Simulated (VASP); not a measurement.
# GaP (I-4m2) in VASP: a series of runs, part 2 of 2

VASP 6.6.1. The steps go on from the part before.

## 3. Single point, PBE

This run uses another cell than the first one, of the same volume but with other edges.

File INCAR:

```
PREC = Accurate
ENCUT = 520
EDIFF = 1E-6
ISMEAR = 0
SIGMA = 0.05
LREAL = F
LASPH = T
NELM = 60
ALGO = Normal
ISIF = 2
LWAVE = F
LCHARG = F
GGA = PE
NBANDS = 16
```

File KPOINTS:

```
Automatic mesh
0
Gamma
  10 10 10
```

File POSCAR:

```
GaP
1.0
    0.0000000000      2.4280439585      3.4332541574
    2.4280439585      0.0000000000      3.4332541574
    2.4280439585      2.4280439585      0.0000000000
Ga P
1 1
Direct
    0.0000000000      0.0000000000      0.0000000000
    0.7500000000      0.7500000000      0.7500000000
```

Potentials or basis: VASP PAW PBE potentials, release 64 (Ga_d, P).

On the command line:

```sh
cat potpaw_PBE.64/Ga_d/POTCAR potpaw_PBE.64/P/POTCAR > POTCAR
mpirun -np 1 vasp_std > vasp.out
```

OUTCAR:

```text
PREC = Accurate
   ENCUT = 520
   EDIFF = 1E-6
   ISMEAR = 0
   LREAL = F
   LASPH = T
   NELM = 60
   ISIF = 2
   GGA = PE

 ion  position               nearest neighbor table
   1  0.000  0.000  0.000-   2 2.43   2 2.43   2 2.43   2 2.43
   2  0.750  0.750  0.750-   1 2.43   1 2.43   1 2.43   1 2.43

  LATTYP: Found a body centered tetragonal cell.
 ALAT       =     3.4337726961
 C/A-ratio  =     1.9996979772

  Lattice vectors:

 A1 = (  -2.4280439585,   0.0000000000,   3.4332541574)
 A2 = (   2.4280439585,   0.0000000000,   3.4332541574)
 A3 = (   0.0000000000,   2.4280439585,  -3.4332541574)

Analysis of symmetry for initial positions (statically):
=====================================================================
 Subroutine PRICEL returns:
 Original cell was already a primitive cell.

 Routine SETGRP: Setting up the symmetry group for a
 body centered tetragonal supercell.

 Subroutine GETGRP returns: Found  8 space group operations
 (whereof  8 operations were pure point group operations)
 out of a pool of 16 trial point group operations.

[... 161 lines left out ...]

 E-fermi :   5.4347     XC(G=0):  -9.9709

 val. band max:        5.3966540669   @ k =   0.1000   0.1000   0.0000
 cond. band min:       5.4432050019   @ k =   0.4000  -0.0000   0.1000
 fundamental gap:      0.0465509350
 Fermi energy:         5.4346711953

 k-point     1 :       0.0000    0.0000    0.0000
  band No.  band energies     occupation
      1     -10.0217      2.00000
      2      -9.9060      2.00000
      3      -9.9060      2.00000
      4      -9.8873      2.00000
      5      -9.8868      2.00000
      6      -7.6433      2.00000
[... 433 lines left out ...]
      3      -9.8880      2.00000
      4      -9.8834      2.00000
      5      -9.8608      2.00000
      6      -6.3223      2.00000
[... 8 lines left out ...]
     15      16.6595      0.00000
     16      18.0057      0.00000

 [... further k-points ...]

------------------------ aborting loop because EDIFF is reached ----------------------------------------

  FORCE on cell =-STRESS in cart. coord.  units (eV):
  Direction    XX          YY          ZZ          XY          YZ          ZX
  --------------------------------------------------------------------------------------
  -------------------------------------------------------------------------------------
  Total        2.7481099      2.7481099     -4.4237578      0.0000000      0.0000000      0.0000000
  in kB      108.7666199    108.7666199   -175.0865880      0.0000000      0.0000000      0.0000000
  external PRESSURE =      14.1488839 kB  Pullay stress =       0.0000000 kB

 VOLUME and BASIS-vectors are now :
 -----------------------------------------------------------------------------
  energy-cutoff  :      520.00
  volume of cell :       40.48
      direct lattice vectors                 reciprocal lattice vectors
     0.000000000  2.428043958  3.433254157    -0.205927079  0.205927079  0.145634426
     2.428043958  0.000000000  3.433254157     0.205927079 -0.205927079  0.145634426
     2.428043958  2.428043958  0.000000000     0.205927079  0.205927079 -0.145634426

 POSITION                                       TOTAL-FORCE (eV/Angst)
 -----------------------------------------------------------------------------------
      0.00000      0.00000      0.00000         0.000000      0.000000     -0.000000
      3.64207      3.64207      5.14988        -0.000000     -0.000000      0.000000
 -----------------------------------------------------------------------------------
    total drift:                                0.000000      0.000000     -0.000008

  FREE ENERGIE OF THE ION-ELECTRON SYSTEM (eV)
  ---------------------------------------------------
  free  energy   TOTEN  =        -8.1534626060 eV

  energy  without entropy=       -8.1518176587  energy(sigma->0) =       -8.15264013
```

Run time: 22 s. Hardware: 1 thread of Intel Xeon 6975P-C (Granite Rapids), shared host; peak memory 0.22 GiB.

Results:

| Item | Value |
| --- | --- |
| Free energy | -8.1535 eV |
| Pressure | 1.4 GPa |
| Band gap on the k mesh | zero (band 9 reaches 5.74 eV, above the bottom of band 10 at 5.29 eV) |

## 4. Single point, PBE

This run uses another cell than the first one, of the same volume but with other edges.

File INCAR:

```
PREC = Accurate ; ENCUT = 520
EDIFF = 1E-7 ; ISMEAR = 0
SIGMA = 0.05 ; LREAL = False
LASPH = True ; NELM = 80
ALGO = Normal ; ISIF = 2
LWAVE = False ; LCHARG = False
GGA = PE ; NBANDS = 16
```

File KPOINTS:

```
regular mesh
0
Gamma
  10 10 10
```

File POSCAR:

```
GaP
1.0
    0.0000000000      2.8769570149      2.4454134627
    2.8769570149      0.0000000000      2.4454134627
    2.8769570149      2.8769570149      0.0000000000
Ga P
1 1
Direct
    0.0000000000      0.0000000000      0.0000000000
    0.7500000000      0.7500000000      0.7500000000
```

On the command line:

```sh
cat potpaw_PBE.64/Ga_d/POTCAR potpaw_PBE.64/P/POTCAR > POTCAR
mpirun -np 1 vasp_std > vasp.out
```

Wall time 26 s (1 thread of Intel Xeon 6975P-C (Granite Rapids), shared host); peak memory 0.2 GiB.

The run converged. Its results:

| Property | Result |
| --- | --- |
| Free energy | -8.9864 eV |
| Pressure | 1.8 GPa |
| Band gap on the k mesh | 0.18 eV, indirect (least direct gap 1.20 eV) |

Stress tensor (GPa, compression positive):
```
-1.00  0.00  0.00
 0.00 -1.00  0.00
 0.00  0.00  7.55
```

Levels at points of the mesh, in eV from the valence-band top:
| k point | band 5 | band 6 | band 7 | band 8 | band 9 | band 10 | band 11 | band 12 | band 13 | band 14 |
| --- | --- | --- | --- | --- | --- | --- | --- | --- | --- | --- |
| (0.00, 0.00, 0.00) | -14.92 | -12.90 | -0.70 | -0.70 | 0.00 | 1.20 | 3.38 | 3.73 | 3.73 | 7.96 |
| (0.50, 0.00, 0.00) | -14.90 | -10.82 | -7.04 | -2.13 | -1.01 | 0.80 | 3.71 | 5.36 | 8.13 | 9.78 |
| (0.50, 0.50, 0.00) | -14.89 | -9.50 | -6.45 | -3.79 | -3.79 | 0.38 | 0.61 | 10.02 | 10.02 | 11.42 |
| (0.50, 0.00, 0.50) | -14.92 | -10.18 | -7.50 | -2.71 | -2.59 | 1.64 | 1.96 | 9.03 | 9.08 | 9.77 |

 A k mesh can miss the band edges.

## 5. Single point, PBE

This run uses another cell than the first one, of the same volume but with other edges.

File INCAR:

```
SYSTEM = GaP
  PREC = Accurate
  ENCUT = 520
  EDIFF = 1E-6
  ISMEAR = 0
  SIGMA = 0.05
  LREAL = .FALSE.
  LASPH = .TRUE.
  NELM = 100
  ALGO = Normal
  ISIF = 2
  LWAVE = .FALSE.
  LCHARG = .TRUE.
  GGA = PE
  LELF = .TRUE.
  LVHAR = .TRUE.
  NBANDS = 16
```

File KPOINTS:

```
regular mesh
0
G
  10 10 10
  0 0 0
```

File POSCAR:

```
GaP
1.0
    0.0000000000      2.5645584377      3.0774701252
    2.5645584377      0.0000000000      3.0774701252
    2.5645584377      2.5645584377      0.0000000000
Ga P
1 1
Direct
    0.0000000000      0.0000000000      0.0000000000
    0.7500000000      0.7500000000      0.7500000000
```

Potentials or basis: VASP PAW PBE potentials, release 64 (Ga_d, P).

On the command line:

```sh
cat potpaw_PBE.64/Ga_d/POTCAR potpaw_PBE.64/P/POTCAR > POTCAR
mpirun -np 1 vasp_std > vasp.out
```

OUTCAR:

```text
SYSTEM = GaP
   PREC = Accurate
   ENCUT = 520
   EDIFF = 1E-6
   ISMEAR = 0
   LREAL = .FALSE.
   LASPH = .TRUE.
   NELM = 100
   ISIF = 2
   GGA = PE

 ion  position               nearest neighbor table
   1  0.000  0.000  0.000-   2 2.38   2 2.38   2 2.38   2 2.38
   2  0.750  0.750  0.750-   1 2.38   1 2.38   1 2.38   1 2.38

  LATTYP: Found a body centered tetragonal cell.
 ALAT       =     3.6268333241
 C/A-ratio  =     1.6970562748

  Lattice vectors:

 A1 = (  -2.5645584377,   0.0000000000,   3.0774701252)
 A2 = (   2.5645584377,   0.0000000000,   3.0774701252)
 A3 = (   0.0000000000,   2.5645584377,  -3.0774701252)

Analysis of symmetry for initial positions (statically):
=====================================================================
 Subroutine PRICEL returns:
 Original cell was already a primitive cell.

 Routine SETGRP: Setting up the symmetry group for a
 body centered tetragonal supercell.

 Subroutine GETGRP returns: Found  8 space group operations
 (whereof  8 operations were pure point group operations)
 out of a pool of 16 trial point group operations.

The static configuration has the point symmetry D_2d.

Analysis of symmetry for dynamics (positions and initial velocities):
=====================================================================
 Subroutine PRICEL returns:
 Original cell was already a primitive cell.

 Routine SETGRP: Setting up the symmetry group for a
 body centered tetragonal supercell.

 Subroutine GETGRP returns: Found  8 space group operations
 (whereof  8 operations were pure point group operations)
 out of a pool of 16 trial point group operations.

The dynamic configuration has the point symmetry D_2d.

 Subroutine INISYM returns: Found  8 space group operations
 (whereof  8 operations are pure point group operations),
 and found     1 'primitive' translations

[... 108 lines left out ...]
   EFERMI =   0.00;   METHOD = LEGACY
   ISMEAR =     0;   SIGMA  =   0.05  broadening in eV -4-tet -1-fermi 0-gaus
   EFERMI_NEDOS =   21; number of points for ismear=-14 and -15
   IALGO  =     38    algorithm
   IMIX   =      4    mixing-type and parameters
     AMIX     =   0.40;   BMIX     =  1.00
     AMIX_MAG =   1.60;   BMIX_MAG =  1.00
  volume/ion in A,a.u.               =      20.24       136.59
  Fermi-wavevector in a.u.,A,eV,Ry     =   1.249538  2.361284 21.243377  1.561344
  Thomas-Fermi vector in A             =   2.383574
   LORBIT       =      0    0 simple, 1 ext, 2 COOP (PROOUT), +10 PAW based schemes
   GGA     = PE    functional components
   LHFCALC =     F    Hartree Fock is set to
   AEXX    =    0.0000 exact exchange contribution
   IVDW    =     0    specifies the selected vdW correction
   LEPSILON=     F    determine dielectric tensor
   LRPA    =     F    only Hartree local field effects (RPA)
 non-spin polarized calculation
 Gauss-broadening in eV      SIGMA  =   0.05
  energy-cutoff  :      520.00
  volume of cell :       40.48
 maximum number of plane-waves:      1106
 NGX is ok and might be reduce to    30

 number of electron      18.0000002 magnetization

 Free energy of the ion-electron system (eV)
  ---------------------------------------------------
  ext. energy  EPLUGINS =         0.00000000
  ---------------------------------------------------
  free energy    TOTEN  =        -8.86730265 eV

  energy without entropy =       -8.86730265  energy(sigma->0) =       -8.86730265

 E-fermi :   5.3667     XC(G=0):  -9.8689

 val. band max:        5.1096437958   @ k =   0.0000   0.0000   0.0000
 cond. band min:       5.6602267718   @ k =   0.5000  -0.0000   0.0000
 fundamental gap:      0.5505829760
 Fermi energy:         5.3666623942

 k-point     1 :       0.0000    0.0000    0.0000
  band No.  band energies     occupation
      1      -9.9638      2.00000
      2      -9.9005      2.00000
      3      -9.9005      2.00000
      4      -9.8454      2.00000
      5      -9.8281      2.00000
      6      -7.7649      2.00000
[... 433 lines left out ...]
      3      -9.8644      2.00000
      4      -9.8391      2.00000
      5      -9.8267      2.00000
      6      -6.1389      2.00000
[... 8 lines left out ...]
     15      17.1047      0.00000
     16      17.6886      0.00000

 [... further k-points ...]
[... 5 lines left out ...]
  --------------------------------------------------------------------------------------
  -------------------------------------------------------------------------------------
  Total        1.9853204      1.9853204     -2.4979041      0.0000000      0.0000000      0.0000000
  in kB       78.5764036     78.5764036    -98.8638023      0.0000000      0.0000000      0.0000000
  external PRESSURE =      19.4296683 kB  Pullay stress =       0.0000000 kB

 VOLUME and BASIS-vectors are now :
 -----------------------------------------------------------------------------
  energy-cutoff  :      520.00
  volume of cell :       40.48
      direct lattice vectors                 reciprocal lattice vectors
     0.000000000  2.564558438  3.077470125    -0.194965337  0.194965337  0.162471114
     2.564558438  0.000000000  3.077470125     0.194965337 -0.194965337  0.162471114
     2.564558438  2.564558438  0.000000000     0.194965337  0.194965337 -0.162471114

 POSITION                                       TOTAL-FORCE (eV/Angst)
 -----------------------------------------------------------------------------------
      0.00000      0.00000      0.00000         0.000000      0.000000     -0.000000
      3.84684      3.84684      4.61621        -0.000000     -0.000000      0.000000
 -----------------------------------------------------------------------------------
    total drift:                               -0.000001     -0.000001      0.000005

  FREE ENERGIE OF THE ION-ELECTRON SYSTEM (eV)
  ---------------------------------------------------
  free  energy   TOTEN  =        -8.8673026513 eV

  energy  without entropy=       -8.8673026513  energy(sigma->0) =       -8.86730265
```

Wall time 28 s (1 thread of Intel Xeon 6975P-C (Granite Rapids), shared host); peak memory 0.2 GiB.

What came out:

| Quantity | Value |
| --- | --- |
| Free energy | -8.8673 eV |
| Pressure | 1.9 GPa |
| Band gap on the k mesh | 0.55 eV, indirect (least direct gap 1.00 eV) |

Stress tensor (GPa, compression positive):
```
 7.86  0.00  0.00
 0.00  7.86  0.00
 0.00  0.00 -9.89
```

 A k mesh can miss the band edges.

## 6. Single point, PBE

This run uses another cell than the first one, of the same volume but with other edges.

File INCAR:

```
SYSTEM = GaP
ALGO = Normal ; EDIFF = 1E-6
ENCUT = 520 ; GGA = PE
ISIF = 2 ; ISMEAR = 0
LASPH = .True. ; LCHARG = .True.
LELF = .True. ; LREAL = .False.
LVHAR = .True. ; LWAVE = .False.
NBANDS = 16 ; NELM = 80
PREC = Accurate ; SIGMA = 0.05
```

File KPOINTS:

```
k-points
0
Gamma
  10 10 10
  0 0 0
```

File POSCAR:

```
GaP
1.0
    0.0000000000      2.9605664555      2.3092418353
    2.9605664555      0.0000000000      2.3092418353
    2.9605664555      2.9605664555      0.0000000000
Ga P
1 1
Direct
    0.0000000000      0.0000000000      0.0000000000
    0.7500000000      0.7500000000      0.7500000000
```

Potentials or basis: VASP PAW PBE potentials, release 64 (Ga_d, P).

On the command line:

```sh
cat potpaw_PBE.64/Ga_d/POTCAR potpaw_PBE.64/P/POTCAR > POTCAR
mpirun -np 1 vasp_std > vasp.out
```

It took 23 s on 1 thread of Intel Xeon 6975P-C (Granite Rapids), shared host; peak memory 0.21 GiB.

It converged, with:

| Quantity | Value |
| --- | --- |
| Free energy | -8.8453 eV |
| Pressure | 0.9 GPa |
| Band gap on the k mesh | zero (band 9 reaches 5.29 eV, above the bottom of band 10 at 4.81 eV) |

Stress tensor (GPa, compression positive):
```
-2.70  0.00  0.00
 0.00 -2.70  0.00
 0.00  0.00  8.08
```

Levels at points of the mesh, in eV from the Fermi level:
```csv
k point,band 7,band 8,band 9,band 10,band 11,band 12
"(0.00, 0.00, 0.00)",-0.66,-0.66,0.30,1.14,3.64,4.16
"(0.50, 0.00, 0.00)",-6.84,-2.20,-0.72,0.58,3.59,6.07
"(0.50, 0.50, 0.00)",-5.89,-3.93,-3.93,0.06,0.59,10.09
"(0.50, 0.00, 0.50)",-7.48,-2.26,-2.09,2.06,2.48,8.32
```

## 7. Overview

```csv
cell,gap on the mesh (eV),pressure (GPa)
"a = 3.746, b = 3.746, c = 4.326 Å, angles 54.7, 54.7, 70.5°, 2 atoms",none,-0.8
"a = 4.205, b = 4.205, c = 3.434 Å, angles 65.9, 65.9, 48.2°, 2 atoms",none,1.4
"a = 3.776, b = 3.776, c = 4.069 Å, angles 57.4, 57.4, 65.2°, 2 atoms",0.18,1.8
"a = 4.006, b = 4.006, c = 3.627 Å, angles 63.1, 63.1, 53.8°, 2 atoms",0.55,1.9
"a = 3.755, b = 3.755, c = 4.187 Å, angles 56.1, 56.1, 67.8°, 2 atoms",none,0.9
```

Alike in all rows: task single point; level PBE; potentials or basis VASP PAW PBE potentials, release 64 (Ga_d, P); no spin polarisation; k mesh 10 × 10 × 10; cutoff (eV) 520; smearing gaussian 0.05 eV.

Total energies depend on the potentials used, so only differences within one code and one set of settings carry meaning.
